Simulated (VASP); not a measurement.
# AlAs (F-43m) in VASP: a series of runs, part 2 of 2

VASP 6.6.1. The steps go on from the part before.

## Step 3: Single point, LDA

This run uses another cell than the first one, of 22.30 Å³/atom.

File INCAR:

```
SYSTEM = AlAs
ALGO = Normal
EDIFF = 1E-6
ENCUT = 500
GGA_COMPAT = .False.
ISIF = 2
ISMEAR = 0
LASPH = .True.
LCHARG = .True.
LELF = .True.
LREAL = .False.
LVHAR = .True.
LWAVE = .False.
NBANDS = 11
NELM = 120
PREC = Accurate
SIGMA = 0.02
```

File KPOINTS:

```
k-points
0
Gamma
  8 8 8
  0 0 0
```

File POSCAR:

```
AlAs
1.0
    0.0000000000      2.8145100285      2.8145100285
    2.8145100285      0.0000000000      2.8145100285
    2.8145100285      2.8145100285      0.0000000000
Al As
1 1
Direct
    0.0000000000      0.0000000000      0.0000000000
    0.2500000000      0.2500000000      0.2500000000
```

Potentials or basis: VASP PAW LDA potentials, release 64 (Al, As).

On the command line:

```bash
cat potpaw_LDA.64/Al/POTCAR potpaw_LDA.64/As/POTCAR > POTCAR
mpirun -np 1 vasp_std > vasp.out
```

OUTCAR:

```text
SYSTEM = AlAs
   EDIFF = 1E-6
   ENCUT = 500
   ISIF = 2
   ISMEAR = 0
   LASPH = .True.
   LREAL = .False.
   NELM = 120
   PREC = Accurate

 ion  position               nearest neighbor table
   1  0.000  0.000  0.000-   2 2.44   2 2.44   2 2.44   2 2.44
   2  0.250  0.250  0.250-   1 2.44   1 2.44   1 2.44   1 2.44

  LATTYP: Found a face centered cubic cell.
 ALAT       =     5.6290200570

  Lattice vectors:

 A1 = (   0.0000000000,   2.8145100285,   2.8145100285)
 A2 = (   2.8145100285,   0.0000000000,   2.8145100285)
 A3 = (   2.8145100285,   2.8145100285,   0.0000000000)

Analysis of symmetry for initial positions (statically):
=====================================================================
 Subroutine PRICEL returns:
 Original cell was already a primitive cell.

 Routine SETGRP: Setting up the symmetry group for a
 face centered cubic supercell.

 Subroutine GETGRP returns: Found 24 space group operations
 (whereof 24 operations were pure point group operations)
 out of a pool of 48 trial point group operations.

The static configuration has the point symmetry T_d .

Analysis of symmetry for dynamics (positions and initial velocities):
=====================================================================
 Subroutine PRICEL returns:
 Original cell was already a primitive cell.

 Routine SETGRP: Setting up the symmetry group for a
 face centered cubic supercell.

 Subroutine GETGRP returns: Found 24 space group operations
 (whereof 24 operations were pure point group operations)
 out of a pool of 48 trial point group operations.

The dynamic configuration has the point symmetry T_d .

 Subroutine INISYM returns: Found 24 space group operations
 (whereof 24 operations are pure point group operations),
 and found     1 'primitive' translations

----------------------------------------------------------------------------------------

                                     Primitive cell
[... 113 lines left out ...]
  Fermi-wavevector in a.u.,A,eV,Ry     =   0.923334  1.744848 11.599581  0.852545
  Thomas-Fermi vector in A             =   2.048959
   LORBIT       =      0    0 simple, 1 ext, 2 COOP (PROOUT), +10 PAW based schemes
   GGA     = CA    functional components
   LHFCALC =     F    Hartree Fock is set to
   AEXX    =    0.0000 exact exchange contribution
   IVDW    =     0    specifies the selected vdW correction
   LEPSILON=     F    determine dielectric tensor
   LRPA    =     F    only Hartree local field effects (RPA)
 non-spin polarized calculation
 Gauss-broadening in eV      SIGMA  =   0.02
  energy-cutoff  :      500.00
  volume of cell :       44.59
 maximum number of plane-waves:      1158
 NGX is ok and might be reduce to    30
   NGX = 15   NGY = 15   NGZ = 15

 number of electron       8.0000001 magnetization

 Free energy of the ion-electron system (eV)
  ---------------------------------------------------
  ext. energy  EPLUGINS =         0.00000000
  ---------------------------------------------------
  free energy    TOTEN  =       -10.51393920 eV

  energy without entropy =      -10.51393920  energy(sigma->0) =      -10.51393920

 E-fermi :   4.0166     XC(G=0):  -9.3430

 val. band max:        3.9286030845   @ k =   0.0000   0.0000   0.0000
 cond. band min:       5.2384522865   @ k =   0.5000   0.5000   0.0000
 fundamental gap:      1.3098492020
 Fermi energy:         4.0165526626

 k-point     1 :       0.0000    0.0000    0.0000
  band No.  band energies     occupation
      1      -8.0607      2.00000
      2       3.9286      2.00000
      3       3.9286      2.00000
      4       3.9286      2.00000
      5       5.9459      0.00000
      6       8.2031      0.00000
      7       8.2031      0.00000
      8       8.2031      0.00000
      9      12.6500      0.00000
     10      12.9955      0.00000
     11      12.9955      0.00000
[... 309 lines left out ...]
 k-point    24 :      -0.3750    0.2500    0.1250
  band No.  band energies     occupation
      1      -6.3379      2.00000
      2      -1.4165      2.00000
      3       1.1738      2.00000
      4       2.3514      2.00000
      5       7.5554      0.00000
      6       8.1076      0.00000
      7      10.6124      0.00000
      8      11.5555      0.00000
      9      12.2647      0.00000
     10      14.9211      0.00000
     11      16.1990      0.00000

 [... further k-points ...]
[... 5 lines left out ...]
  --------------------------------------------------------------------------------------
  -------------------------------------------------------------------------------------
  Total        0.0988478      0.0988478      0.0988478     -0.0000000     -0.0000000     -0.0000000
  in kB        3.5517246      3.5517246      3.5517246     -0.0000000     -0.0000000     -0.0000000
  external PRESSURE =       3.5517246 kB  Pullay stress =       0.0000000 kB

 VOLUME and BASIS-vectors are now :
 -----------------------------------------------------------------------------
  energy-cutoff  :      500.00
  volume of cell :       44.59
      direct lattice vectors                 reciprocal lattice vectors
     0.000000000  2.814510028  2.814510028    -0.177650815  0.177650815  0.177650815
     2.814510028  0.000000000  2.814510028     0.177650815 -0.177650815  0.177650815
     2.814510028  2.814510028  0.000000000     0.177650815  0.177650815 -0.177650815

 POSITION                                       TOTAL-FORCE (eV/Angst)
 -----------------------------------------------------------------------------------
      0.00000      0.00000      0.00000        -0.000000     -0.000000     -0.000000
      1.40726      1.40726      1.40726         0.000000      0.000000      0.000000
 -----------------------------------------------------------------------------------
    total drift:                                0.000000      0.000000      0.000000

  FREE ENERGIE OF THE ION-ELECTRON SYSTEM (eV)
  ---------------------------------------------------
  free  energy   TOTEN  =       -10.5139392038 eV

  energy  without entropy=      -10.5139392038  energy(sigma->0) =      -10.51393920
```

OSZICAR:

```text
N       E                     dE             d eps       ncg     rms          rms(c)
DAV:   1     0.132420857941E+02    0.13242E+02   -0.30786E+03   638   0.544E+02
DAV:   2    -0.980144468000E+01   -0.23044E+02   -0.21480E+02   851   0.879E+01
DAV:   3    -0.108273019880E+02   -0.10259E+01   -0.10238E+01   807   0.184E+01
DAV:   4    -0.108359083271E+02   -0.86063E-02   -0.86048E-02   749   0.204E+00
DAV:   5    -0.108360220067E+02   -0.11368E-03   -0.11368E-03   812   0.221E-01    0.342E+00
DAV:   6    -0.105758250895E+02    0.26020E+00   -0.40929E-01   692   0.230E+00    0.193E+00
DAV:   7    -0.105174884557E+02    0.58337E-01   -0.18990E-01   744   0.166E+00    0.662E-01
DAV:   8    -0.105139690477E+02    0.35194E-02   -0.13337E-02   719   0.535E-01    0.906E-02
DAV:   9    -0.105139280182E+02    0.41030E-04   -0.76315E-04   739   0.139E-01    0.388E-02
DAV:  10    -0.105139371011E+02   -0.90829E-05   -0.30034E-05   713   0.287E-02    0.143E-02
DAV:  11    -0.105139397355E+02   -0.26344E-05   -0.66700E-06   746   0.121E-02    0.756E-03
DAV:  12    -0.105139392038E+02    0.53168E-06   -0.18866E-06   428   0.538E-03
   1 F= -.10513939E+02 E0= -.10513939E+02  d E =-.264222E-12
```

stdout:

```text
POSCAR found type information on POSCAR AlAs
 POSCAR found :  2 types and       2 ions
 scaLAPACK will be used
 LDA part: xc-table for (Slater(with rela. corr.)+CA(PZ))
 , standard interpolation
 POSCAR, INCAR and KPOINTS ok, starting setup
 FFT: planning ... GRIDC
 FFT: planning ... GRID_SOFT
 FFT: planning ... GRID
 WAVECAR not read
 entering main loop
```

Wall time 27 s (1 thread of Intel Xeon 8259CL, shared host); peak memory 0.15 GiB.

Results:

```
Free energy            : -10.5139 eV
Pressure               : 0.4 GPa
Band gap on the k mesh : 1.31 eV (least direct gap 2.02 eV)
```

Levels at points of the mesh, in eV from the valence-band top:
```
           k point  band 1  band 2  band 3  band 4  band 5  band 6  band 7  band 8
(0.00, 0.00, 0.00)  -11.99    0.00    0.00    0.00    2.02    4.27    4.27    4.27
(0.50, 0.00, 0.00)  -10.53   -5.67   -0.84   -0.84    2.09    4.65    4.65    7.62
(0.50, 0.50, 0.00)   -9.97   -5.51   -2.22   -2.22    1.31    2.20   10.33   10.33
```
